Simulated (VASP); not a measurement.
# HfO2 (Fm-3m) in VASP: notebook, part 2 of 3

VASP 6.6.1.

## 3. Single point, PBE

This run uses another cell than the first one, of 10.79 Å³/atom, 1.039 times its volume.

Contents of INCAR:

```
  PREC = Accurate
  ENCUT = 520
  EDIFF = 1E-7
  ISMEAR = 0
  SIGMA = 0.01
  LREAL = False
  LASPH = True
  NELM = 60
  ALGO = Normal
  ISIF = 2
  LWAVE = False
  LCHARG = True
  GGA = PE
  LELF = True
  LVHAR = True
  NBANDS = 18
```

Contents of KPOINTS:

```
regular mesh
0
Gamma
  8 8 8
```

Contents of POSCAR:

```
HfO2
1.0
    0.0000000000      2.5291823175      2.5291823175
    2.5291823175      0.0000000000      2.5291823175
    2.5291823175      2.5291823175      0.0000000000
Hf O
1 2
Direct
    0.0000000000      0.0000000000      0.0000000000
    0.2500000000      0.2500000000      0.2500000000
    0.7500000000      0.7500000000      0.7500000000
```

Potentials or basis: VASP PAW PBE potentials, release 64 (Hf_pv, O).

Run with:

```console
cat potpaw_PBE.64/Hf_pv/POTCAR potpaw_PBE.64/O/POTCAR > POTCAR
mpirun -np 1 vasp_std > vasp.out
```

OUTCAR:

```text
PREC = Accurate
   ENCUT = 520
   EDIFF = 1E-7
   ISMEAR = 0
   LREAL = False
   LASPH = True
   NELM = 60
   ISIF = 2
   GGA = PE

 ion  position               nearest neighbor table
   1  0.000  0.000  0.000-   3 2.19   3 2.19   3 2.19   2 2.19   3 2.19   2 2.19   2 2.19   2 2.19

   2  0.250  0.250  0.250-   1 2.19   1 2.19   1 2.19   1 2.19
   3  0.750  0.750  0.750-   1 2.19   1 2.19   1 2.19   1 2.19

  LATTYP: Found a face centered cubic cell.
 ALAT       =     5.0583646350

  Lattice vectors:

 A1 = (   0.0000000000,   2.5291823175,   2.5291823175)
 A2 = (   2.5291823175,   0.0000000000,   2.5291823175)
 A3 = (   2.5291823175,   2.5291823175,   0.0000000000)

Analysis of symmetry for initial positions (statically):
=====================================================================
 Subroutine PRICEL returns:
 Original cell was already a primitive cell.

 Routine SETGRP: Setting up the symmetry group for a
 face centered cubic supercell.

 Subroutine GETGRP returns: Found 48 space group operations
 (whereof 48 operations were pure point group operations)
 out of a pool of 48 trial point group operations.

The static configuration has the point symmetry O_h .

Analysis of symmetry for dynamics (positions and initial velocities):
=====================================================================
 Subroutine PRICEL returns:
 Original cell was already a primitive cell.

 Routine SETGRP: Setting up the symmetry group for a
 face centered cubic supercell.

 Subroutine GETGRP returns: Found 48 space group operations
 (whereof 48 operations were pure point group operations)
 out of a pool of 48 trial point group operations.

The dynamic configuration has the point symmetry O_h .

 Subroutine INISYM returns: Found 48 space group operations
 (whereof 48 operations are pure point group operations),
 and found     1 'primitive' translations

[... 113 lines left out ...]
   IALGO  =     38    algorithm
   IMIX   =      4    mixing-type and parameters
     AMIX     =   0.40;   BMIX     =  1.00
     AMIX_MAG =   1.60;   BMIX_MAG =  1.00
  volume/ion in A,a.u.               =      10.79        72.79
  Fermi-wavevector in a.u.,A,eV,Ry     =   1.439546  2.720348 28.195259  2.072293
  Thomas-Fermi vector in A             =   2.558390
   LORBIT       =      0    0 simple, 1 ext, 2 COOP (PROOUT), +10 PAW based schemes
   GGA     = PE    functional components
   LHFCALC =     F    Hartree Fock is set to
   AEXX    =    0.0000 exact exchange contribution
   IVDW    =     0    specifies the selected vdW correction
   LEPSILON=     F    determine dielectric tensor
   LRPA    =     F    only Hartree local field effects (RPA)
 non-spin polarized calculation
 Gauss-broadening in eV      SIGMA  =   0.01
  energy-cutoff  :      520.00
  volume of cell :       32.36
 maximum number of plane-waves:       893
   NGX = 13   NGY = 13   NGZ = 13

 number of electron      21.9999992 magnetization

 Free energy of the ion-electron system (eV)
  ---------------------------------------------------
  ext. energy  EPLUGINS =         0.00000000
  ---------------------------------------------------
  free energy    TOTEN  =       -30.24606186 eV

  energy without entropy =      -30.24606186  energy(sigma->0) =      -30.24606186

 E-fermi :   4.4099     XC(G=0): -11.8754

 val. band max:        4.3383771334   @ k =   0.5000   0.5000   0.0000
 cond. band min:       8.1587274181   @ k =   0.5000   0.5000   0.0000
 fundamental gap:      3.8203502847
 Fermi energy:         4.4098534526

 k-point     1 :       0.0000    0.0000    0.0000
  band No.  band energies     occupation
      1     -25.3168      2.00000
      2     -25.3168      2.00000
      3     -25.3168      2.00000
      4     -14.4372      2.00000
      5     -11.3693      2.00000
      6      -1.0465      2.00000
[... 481 lines left out ...]
      5     -12.2624      2.00000
      6      -0.5221      2.00000
[... 10 lines left out ...]
     17      15.3730      0.00000
     18      17.4977      0.00000

 [... further k-points ...]

------------------------ aborting loop because EDIFF is reached ----------------------------------------

  FORCE on cell =-STRESS in cart. coord.  units (eV):
  Direction    XX          YY          ZZ          XY          YZ          ZX
  --------------------------------------------------------------------------------------
  -------------------------------------------------------------------------------------
  Total        0.4312586      0.4312586      0.4312586      0.0000000      0.0000000     -0.0000000
  in kB       21.3539385     21.3539385     21.3539385      0.0000000      0.0000000     -0.0000000
  external PRESSURE =      21.3539385 kB  Pullay stress =       0.0000000 kB

 VOLUME and BASIS-vectors are now :
 -----------------------------------------------------------------------------
  energy-cutoff  :      520.00
  volume of cell :       32.36
      direct lattice vectors                 reciprocal lattice vectors
     0.000000000  2.529182318  2.529182318    -0.197692352  0.197692352  0.197692352
     2.529182318  0.000000000  2.529182318     0.197692352 -0.197692352  0.197692352
     2.529182318  2.529182318  0.000000000     0.197692352  0.197692352 -0.197692352

 POSITION                                       TOTAL-FORCE (eV/Angst)
 -----------------------------------------------------------------------------------
      0.00000      0.00000      0.00000        -0.000000      0.000000      0.000000
      1.26459      1.26459      1.26459         0.000000      0.000000      0.000000
      3.79377      3.79377      3.79377        -0.000000     -0.000000     -0.000000
 -----------------------------------------------------------------------------------
    total drift:                                0.000000      0.000000      0.000000

  FREE ENERGIE OF THE ION-ELECTRON SYSTEM (eV)
  ---------------------------------------------------
  free  energy   TOTEN  =       -30.2460618640 eV

  energy  without entropy=      -30.2460618640  energy(sigma->0) =      -30.24606186
```

OSZICAR:

```text
N       E                     dE             d eps       ncg     rms          rms(c)
DAV:   1     0.862754074632E+02    0.86275E+02   -0.12664E+04  1044   0.121E+03
DAV:   2    -0.321241122099E+02   -0.11840E+03   -0.11459E+03  1334   0.285E+02
DAV:   3    -0.359880058737E+02   -0.38639E+01   -0.38499E+01  1198   0.449E+01
DAV:   4    -0.360105358300E+02   -0.22530E-01   -0.22524E-01  1260   0.385E+00
DAV:   5    -0.360106772593E+02   -0.14143E-03   -0.14143E-03  1172   0.284E-01    0.486E+01
DAV:   6    -0.303708879482E+02    0.56398E+01   -0.20073E+01  1070   0.324E+01    0.420E+01
DAV:   7    -0.302817829182E+02    0.89105E-01   -0.66676E-01  1196   0.670E+00    0.293E+01
DAV:   8    -0.302671311511E+02    0.14652E-01   -0.27782E-01  1134   0.485E+00    0.959E+00
DAV:   9    -0.302458428773E+02    0.21288E-01   -0.66270E-02  1112   0.216E+00    0.263E+00
DAV:  10    -0.302460042021E+02   -0.16132E-03   -0.32793E-03  1160   0.440E-01    0.190E-01
DAV:  11    -0.302460491556E+02   -0.44953E-04   -0.16876E-04  1186   0.114E-01    0.209E-01
DAV:  12    -0.302460607167E+02   -0.11561E-04   -0.35273E-05  1148   0.399E-02    0.115E-02
DAV:  13    -0.302460616639E+02   -0.94718E-06   -0.14234E-06  1230   0.899E-03    0.276E-03
DAV:  14    -0.302460619112E+02   -0.24726E-06   -0.15782E-07  1088   0.275E-03    0.448E-03
DAV:  15    -0.302460618640E+02    0.47161E-07   -0.55647E-09   744   0.547E-04
   1 F= -.30246062E+02 E0= -.30246062E+02  d E =-.214665E-26
```

stdout:

```text
POSCAR found type information on POSCAR HfO
 POSCAR found :  2 types and       3 ions
 scaLAPACK will be used
 LDA part: xc-table for (Slater+PW92), standard interpolation
 POSCAR, INCAR and KPOINTS ok, starting setup
 FFT: planning ... GRIDC
 FFT: planning ... GRID_SOFT
 FFT: planning ... GRID
 WAVECAR not read
 entering main loop
```

It took 15 s on 1 thread of Intel Xeon Platinum 8488C (Sapphire Rapids), shared host; peak memory 0.16 GiB.

Results:

- Free energy: -30.2461 eV
- Pressure: 2.1 GPa
- Band gap on the k mesh: 3.82 eV, direct

Levels at points of the mesh, in eV from the valence-band top:
```csv
k point,band 8,band 9,band 10,band 11,band 12,band 13,band 14,band 15
"(0.00, 0.00, 0.00)",-5.38,-0.61,-0.61,-0.61,3.90,3.90,5.89,10.51
"(0.50, 0.00, 0.00)",-3.05,-2.74,-1.84,-1.84,4.63,4.63,7.05,9.09
"(0.50, 0.50, 0.00)",-3.48,-1.54,-1.54,0.00,3.82,5.54,6.70,8.22
```

Caveat: spin-orbit coupling is left out, which moves the levels of the heavy elements. A k mesh can miss the band edges.

## 4. Single point, PBE (volume changed by -3%)

Contents of INCAR:

```
PREC = Accurate ; ENCUT = 520
EDIFF = 1E-6 ; ISMEAR = 0
SIGMA = 0.01 ; LREAL = False
LASPH = True ; NELM = 60
ALGO = Normal ; ISIF = 2
LWAVE = False ; LCHARG = False
GGA = PE ; NBANDS = 18
```

Contents of KPOINTS:

```
Automatic mesh
0
Gamma
  8 8 8
```

Contents of POSCAR:

```
HfO2
1.0
    0.0000000000      2.5230585024      2.5230585024
    2.5230585024      0.0000000000      2.5230585024
    2.5230585024      2.5230585024      0.0000000000
Hf O
1 2
Direct
    0.0000000000      0.0000000000      0.0000000000
    0.2500000000      0.2500000000      0.2500000000
    0.7500000000      0.7500000000      0.7500000000
```

Run with:

```console
cat potpaw_PBE.64/Hf_pv/POTCAR potpaw_PBE.64/O/POTCAR > POTCAR
mpirun -np 1 vasp_std > vasp.out
```

Run time: 11 s. Hardware: 1 thread of Intel Xeon Platinum 8488C (Sapphire Rapids), shared host; peak memory 0.16 GiB.

The run converged. Its results:

```yaml
Free_energy: -30.2411 eV
Pressure: 4.1 GPa
Band_gap_on_the_k_mesh: 3.84 eV, direct
```

Levels at points of the mesh, in eV from the valence-band top:
```
           k point  band 9  band 10  band 11  band 12  band 13  band 14
(0.00, 0.00, 0.00)   -0.61    -0.61    -0.61     3.92     3.92     5.95
(0.50, 0.00, 0.00)   -2.76    -1.85    -1.85     4.66     4.66     7.12
(0.50, 0.50, 0.00)   -1.55    -1.55     0.00     3.84     5.58     6.77
```

Caveat: the cell differs from its parent crystal (volume changed by -3%); spin-orbit coupling is left out, which moves the levels of the heavy elements. A k mesh can miss the band edges.

(Continued in part 3 of 3.)
